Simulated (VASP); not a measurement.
Mn: single point with PBEsol

Crystal: Mn.

```
Mn
1.0
     0.00000    2.58341    2.58341
     2.58341    0.00000    2.58341
     2.58341    2.58341    0.00000
Mn
2
Direct
  0.12500 0.12500 0.12500
  0.87500 0.87500 0.87500
```

This isn't the form of Mn at room conditions, which is a 58-atom cubic cell.

```json
{
 "Program": "VASP 6.6.1",
 "Task": "single point",
 "Functional": "PBEsol",
 "Potentials or basis": "VASP PAW PBE potentials, release 64 (Mn_pv)",
 "Cutoff": "520 eV",
 "k mesh": "12 × 12 × 12",
 "Occupations": "fermi-dirac, width 0.05 eV",
 "Spin": "collinear spin, antiferromagnetic start",
 "Starting moments": "[1.516, -1.516] μB",
 "Dipole correction": "no",
 "Further INCAR settings": "ALGO = Normal; EDIFF = 1e-06; NBANDS = 24"
}
```

```yaml
Pressure: -6.1 GPa
Band_gap_on_the_k_mesh: zero (filled and empty bands overlap)
Net_moment: 0.00 μB per cell
Site_moments: Mn +2.30, -2.30 μB
Valence_electrons_inside_the_program's_atomic_spheres: Mn 11.84
```

Levels at points of the mesh, in eV from the Fermi level:
Spin up:
| k point | band 10 | band 11 | band 12 | band 13 | band 14 | band 15 | band 16 | band 17 |
| --- | --- | --- | --- | --- | --- | --- | --- | --- |
| (0.00, 0.00, 0.00) | -2.41 | -2.41 | -2.41 | 0.15 | 0.15 | 0.15 | 1.68 | 1.68 |
| (0.50, 0.00, 0.00) | -2.33 | -2.31 | -2.31 | -1.18 | 0.62 | 0.62 | 1.48 | 1.48 |
| (0.50, 0.50, 0.00) | -2.26 | -1.58 | -1.40 | -1.06 | 0.68 | 1.60 | 1.60 | 2.17 |
Spin down:
```
           k point  band 9  band 10  band 11  band 12  band 13  band 14  band 15  band 16  band 17  band 18
(0.00, 0.00, 0.00)   -2.61    -2.41    -2.41    -2.41     0.15     0.15     0.15     1.68     1.68    12.64
(0.50, 0.00, 0.00)   -2.57    -2.33    -2.31    -2.31    -1.18     0.62     0.62     1.48     1.48     2.51
(0.50, 0.50, 0.00)   -2.26    -2.26    -1.58    -1.40    -1.06     0.68     1.60     1.60     2.17     3.05
```

Wall time 72 s on 1 thread of Intel(R) Xeon(R) Platinum 8488C (Sapphire Rapids), with other jobs on the host, peak memory 0.22 GiB.

Caveat: the cell stands under tension; the antiferromagnetic order is the one typed at the start, and another may lie lower; the PAW data sets were made with another functional, which shifts forces and pressure a little.
